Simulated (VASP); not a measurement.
Here is a VASP 6.6.1 calculation.

Contents of INCAR:

```
ALGO = Normal ; EDIFF = 1E-6
ENCUT = 500 ; GGA = CA
GGA_COMPAT = F ; ISIF = 2
ISMEAR = -1 ; LASPH = T
LCHARG = F ; LREAL = F
LWAVE = F ; NBANDS = 10
NELM = 120 ; PREC = Accurate
SIGMA = 0.05
```

The input KPOINTS:

```
k-points
0
Gamma
  9 9 9
```

The input POSCAR:

```
K
1.0
    3.9691523844      0.0000000000      0.0000000000
    0.0000000000      3.9691523844      0.0000000000
    0.0000000000      0.0000000000      3.9691523844
K
1
Direct
    0.0000000000      0.0000000000      0.0000000000
```

Potentials or basis: VASP PAW LDA potentials, release 64 (K_sv).

Run with:

```console
$ cat potpaw_LDA.64/K_sv/POTCAR > POTCAR
$ mpirun -np 1 vasp_std > vasp.out
```

Task: What does it give for the pressure?

Result: 0.4 GPa.
